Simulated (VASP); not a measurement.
# ZnAs2C (P-4m2) in VASP: single point with r2SCAN

Aim: the single point of ZnAs2C with r2SCAN.

All numbers are computed with VASP 6.6.1; they aren't measurements. Logs are shortened: lines on timing, memory, paths and dates and some standing lists are left out, and cuts for length are marked.

## (1) The cell of the first run

Symmetry: P-4m2, No. 115, tetragonal system. The conventional cell has a = 3.511 Å, b = 3.511 Å, c = 5.534 Å, α = 90.00°, β = 90.00°, γ = 90.00°. Within 3.2 Å of Zn (site symmetry -4m2) lie 4 As at 2.40 Å. Within 2.8 Å of As (site symmetry 2mm) lie 2 C at 2.09 Å and 2 Zn at 2.40 Å. Within 2.8 Å of C (site symmetry -4m2) lie 4 As at 2.09 Å.

## (2) Single point, r2SCAN

Contents of POSCAR:

```
ZnAs2C
1.0
    3.5114676273      0.0000000000      0.0000000000
    0.0000000000      3.5114676273      0.0000000000
    0.0000000000      0.0000000000      5.5342151230
Zn As C
1 2 1
Direct
    0.0000000000      0.0000000000      0.0000000000
    0.0000000000      0.5000000000      0.2956720431
    0.5000000000      0.0000000000      0.7043279569
    0.5000000000      0.5000000000      0.5000000000
```

Contents of INCAR.step1:

```
SYSTEM = ZnAs2C
PREC = Accurate
ENCUT = 520
ISMEAR = -1
SIGMA = 0.02
LREAL = .FALSE.
LASPH = .TRUE.
NELM = 60
NBANDS = 21
GGA = PE
ALGO = Normal
EDIFF = 1E-4
LWAVE = .TRUE.
LCHARG = .FALSE.
```

Contents of INCAR.step2:

```
SYSTEM = ZnAs2C
PREC = Accurate
ENCUT = 520
EDIFF = 1E-6
ISMEAR = -1
SIGMA = 0.02
LREAL = .FALSE.
LASPH = .TRUE.
NELM = 60
ALGO = Normal
ISIF = 2
LWAVE = .FALSE.
LCHARG = .FALSE.
METAGGA = R2SCAN
LMIXTAU = .TRUE.
NBANDS = 21
ISTART = 1
```

Contents of KPOINTS:

```
regular mesh
0
G
  8 8 6
  0 0 0
```

Potentials or basis: VASP PAW PBE potentials, release 64 (Zn, As, C).

Run with:

```sh
cat potpaw_PBE.64/Zn/POTCAR potpaw_PBE.64/As/POTCAR potpaw_PBE.64/C/POTCAR > POTCAR
cp INCAR.step1 INCAR
mpirun -np 1 vasp_std > vasp.out
cp INCAR.step2 INCAR
mpirun -np 1 vasp_std > vasp.out
```

OUTCAR:

```text
SYSTEM = ZnAs2C
   PREC = Accurate
   ENCUT = 520
   EDIFF = 1E-6
   ISMEAR = -1
   LREAL = .FALSE.
   LASPH = .TRUE.
   NELM = 60
   ISIF = 2
   METAGGA = R2SCAN
   ISTART = 1

 ion  position               nearest neighbor table
   1  0.000  0.000  0.000-   2 2.40   3 2.40   2 2.40   3 2.40
   2  0.000  0.500  0.296-   4 2.09   4 2.09   1 2.40   1 2.40
   3  0.500  0.000  0.704-   4 2.09   4 2.09   1 2.40   1 2.40
   4  0.500  0.500  0.500-   2 2.09   3 2.09   3 2.09   2 2.09

  LATTYP: Found a simple tetragonal cell.
 ALAT       =     3.5114676273
 C/A-ratio  =     1.5760404795

  Lattice vectors:

 A1 = (   3.5114676273,   0.0000000000,   0.0000000000)
 A2 = (   0.0000000000,   3.5114676273,   0.0000000000)
 A3 = (   0.0000000000,   0.0000000000,   5.5342151230)

Analysis of symmetry for initial positions (statically):
=====================================================================
 Subroutine PRICEL returns:
 Original cell was already a primitive cell.

 Routine SETGRP: Setting up the symmetry group for a
 simple tetragonal supercell.

 Subroutine GETGRP returns: Found  8 space group operations
 (whereof  8 operations were pure point group operations)
 out of a pool of 16 trial point group operations.

The static configuration has the point symmetry D_2d.

Analysis of symmetry for dynamics (positions and initial velocities):
=====================================================================
 Subroutine PRICEL returns:
 Original cell was already a primitive cell.

 Routine SETGRP: Setting up the symmetry group for a
 simple tetragonal supercell.

 Subroutine GETGRP returns: Found  8 space group operations
 (whereof  8 operations were pure point group operations)
 out of a pool of 16 trial point group operations.

The dynamic configuration has the point symmetry D_2d.

 Subroutine INISYM returns: Found  8 space group operations
 (whereof  8 operations are pure point group operations),
 and found     1 'primitive' translations

----------------------------------------------------------------------------------------

                                     Primitive cell

  volume of cell :      68.2391
[... 87 lines left out ...]
   ISPIN  =      1    spin polarized calculation?
   LNONCOLLINEAR =      F non collinear calculations
   LSORBIT =      F    spin-orbit coupling
   LASPH  =      T    aspherical Exc in radial PAW
   ENCUT  =  520.0 eV  38.22 Ry    6.18 a.u.   6.53  6.53 10.29*2*pi/ulx,y,z
   NELM   =     60;   NELMIN=  2; NELMDL=  0     # of ELM steps
   EDIFF  = 0.1E-05   stopping-criterion for ELM
   LREAL  =      F    real-space projection
   EDIFFG = 0.1E-04   stopping-criterion for IOM
   NSW    =      0    number of steps for IOM
   IBRION =     -1    ionic relax: 0-MD 1-quasi-New 2-CG
   NFREE  =      0    steps in history (QN), initial steepest desc. (CG)
   ISIF   =      2    stress and relaxation
   ISYM   =      2    0-nonsym 1-usesym 2-fastsym
   POTIM  = 0.5000    time-step for ionic-motion
   TEBEG  =    0.0;   TEEND  =   0.0 temperature during run
   PSTRESS=    0.0 pullay stress
   NELECT =      26.0000    total number of electrons
   NUPDOWN=      -1.0000    fix difference up-down
   EMIN   =  10.00;   EMAX   =-10.00  energy-range for DOS
   EFERMI =   0.00;   METHOD = LEGACY
   ISMEAR =    -1;   SIGMA  =   0.02  broadening in eV -4-tet -1-fermi 0-gaus
   EFERMI_NEDOS =   21; number of points for ismear=-14 and -15
   IALGO  =     38    algorithm
   IMIX   =      4    mixing-type and parameters
     AMIX     =   0.40;   BMIX     =  1.00
     AMIX_MAG =   1.60;   BMIX_MAG =  1.00
  volume/ion in A,a.u.               =      17.06       115.13
  Fermi-wavevector in a.u.,A,eV,Ry     =   1.186829  2.242782 19.164665  1.408563
  Thomas-Fermi vector in A             =   2.322993
   LORBIT       =      0    0 simple, 1 ext, 2 COOP (PROOUT), +10 PAW based schemes
   METAGGA = R2SCAN    functional components
   LHFCALC =     F    Hartree Fock is set to
   AEXX    =    0.0000 exact exchange contribution
   IVDW    =     0    specifies the selected vdW correction
   LEPSILON=     F    determine dielectric tensor
   LRPA    =     F    only Hartree local field effects (RPA)
 non-spin polarized calculation
  energy-cutoff  :      520.00
  volume of cell :       68.24
 maximum number of plane-waves:      1876
 NGX is ok and might be reduce to    28
   NGX = 13   NGY = 13   NGZ = 21

 number of electron      26.0000014 magnetization

 Free energy of the ion-electron system (eV)
  ---------------------------------------------------
  ext. energy  EPLUGINS =         0.00000000
  ---------------------------------------------------
  free energy    TOTEN  =       -45.73605779 eV

  energy without entropy =      -45.73444513  energy(sigma->0) =      -45.73525146

 E-fermi :   4.8798     XC(G=0): -10.8193

 val. band max:        4.8677744197   @ k =   0.0000   0.0000   0.5000
 cond. band min:       4.9003176368   @ k =   0.1250   0.0000   0.3333
 fundamental gap:      0.0325432172
 Fermi energy:         4.8797943532

 k-point     1 :       0.0000    0.0000    0.0000
  band No.  band energies     occupation
      1     -11.8268      2.00000
      2      -7.4674      2.00000
      3      -4.6548      2.00000
      4      -3.3145      2.00000
      5      -3.3034      2.00000
      6      -3.3034      2.00000
[... 565 lines left out ...]
     20      11.9734      0.00000
     21      12.7723      0.00000

 [... further k-points ...]

------------------------ aborting loop because EDIFF is reached ----------------------------------------

  FORCE on cell =-STRESS in cart. coord.  units (eV):
  Direction    XX          YY          ZZ          XY          YZ          ZX
  --------------------------------------------------------------------------------------
  -------------------------------------------------------------------------------------
  Total       -0.0250359     -0.0250359     -0.0843974      0.0000000      0.0000000      0.0000000
  in kB       -0.5878154     -0.5878154     -1.9815545      0.0000000      0.0000000      0.0000000
  external PRESSURE =      -1.0523951 kB  Pullay stress =       0.0000000 kB

 VOLUME and BASIS-vectors are now :
 -----------------------------------------------------------------------------
  energy-cutoff  :      520.00
  volume of cell :       68.24
      direct lattice vectors                 reciprocal lattice vectors
     3.511467627  0.000000000  0.000000000     0.284781210  0.000000000  0.000000000
     0.000000000  3.511467627  0.000000000     0.000000000  0.284781210  0.000000000
     0.000000000  0.000000000  5.534215123     0.000000000  0.000000000  0.180694096

 POSITION                                       TOTAL-FORCE (eV/Angst)
 -----------------------------------------------------------------------------------
      0.00000      0.00000      0.00000         0.000000     -0.000000      0.000000
      0.00000      1.75573      1.63631        -0.000000      0.000000     -0.347954
      1.75573      0.00000      3.89790        -0.000000      0.000000      0.347954
      1.75573      1.75573      2.76711        -0.000000     -0.000000      0.000000
 -----------------------------------------------------------------------------------
    total drift:                               -0.000000      0.000000      0.000000

  FREE ENERGIE OF THE ION-ELECTRON SYSTEM (eV)
  ---------------------------------------------------
  free  energy   TOTEN  =       -45.7360577857 eV

  energy  without entropy=      -45.7344451328  energy(sigma->0) =      -45.73525146
```

Run time: 2.6 min. Hardware: 1 thread of Intel Xeon Platinum 8488C (Sapphire Rapids), shared host; peak memory 0.25 GiB.

What came out:

| Quantity | Value |
| --- | --- |
| Free energy | -45.7361 eV |
| Pressure | -0.1 GPa |
| Largest force | 0.348 eV/Å |
| Band gap on the k mesh | zero (bands 13 and 14 overlap by 0.29 eV) |

Forces in eV/Å, atoms in the order of the input:
```
Zn   0.000  0.000  0.000
As   0.000  0.000 -0.348
As   0.000  0.000  0.348
C    0.000  0.000  0.000
```

Caveat: the PAW data sets were made with another functional, which shifts forces and pressure a little.
